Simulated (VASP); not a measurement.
A run of VASP 6.6.1:

The input POSCAR:

```
NiMoIrPdW
1.0
    2.3308582033     -1.4166672238      0.0133489242
    2.3308582033      1.4166672238      0.0133489242
   -2.1728013992      0.0000000000     10.8495741499
Ni Mo Pd Ir W
1 1 1 1 1
Direct
    0.4971812238      0.4971812238      0.2952150988
    0.3203623246      0.3203623246      0.9125410688
    0.2453983570      0.2453983570      0.4894276217
    0.7516015592      0.7516015592      0.1097174795
    0.6854465353      0.6854465353      0.6931087313
```

The input INCAR.step1:

```
  PREC = Accurate
  ENCUT = 520
  ISMEAR = -1
  SIGMA = 0.05
  LREAL = False
  LASPH = True
  NELM = 150
  ISPIN = 2
  MAGMOM = 1 1 0 0.6 0
  LMAXMIX = 4
  NBANDS = 40
  GGA = PE
  ALGO = Normal
  EDIFF = 1E-4
  LWAVE = True
  LCHARG = False
```

INCAR.step2

```
  PREC = Accurate
  ENCUT = 520
  EDIFF = 1E-6
  ISMEAR = -1
  SIGMA = 0.05
  LREAL = False
  LASPH = True
  NELM = 150
  ALGO = Normal
  ISIF = 2
  LWAVE = False
  LCHARG = False
  ISPIN = 2
  MAGMOM = 1 1 0 0.6 0
  LORBIT = 11
  LMAXMIX = 4
  METAGGA = R2SCAN
  LMIXTAU = True
  NBANDS = 40
  ISTART = 1
```

The input KPOINTS:

```
Automatic mesh
0
Gamma
  8 8 2
```

Potentials or basis: VASP PAW PBE potentials, release 64 (Ni, Mo_sv, Pd, Ir, W_sv).

Launch:

```sh
$ cat potpaw_PBE.64/Ni/POTCAR potpaw_PBE.64/Mo_sv/POTCAR potpaw_PBE.64/Pd/POTCAR potpaw_PBE.64/Ir/POTCAR potpaw_PBE.64/W_sv/POTCAR > POTCAR
$ cp INCAR.step1 INCAR
$ mpirun -np 1 vasp_std > vasp.out
$ cp INCAR.step2 INCAR
$ mpirun -np 1 vasp_std > vasp.out
```

Hardware: 1 thread of Intel(R) Xeon(R) Platinum 8259CL CPU @ 2.50GHz (Skylake/Cascade Lake) (shared host).

**Question.** How long does it take, and how much memory?

**Answer.** It took 24 min on 1 thread of Intel(R) Xeon(R) Platinum 8259CL CPU @ 2.50GHz (Skylake/Cascade Lake), on a shared host, peak memory 0.38 GiB. Counts: k points 42.
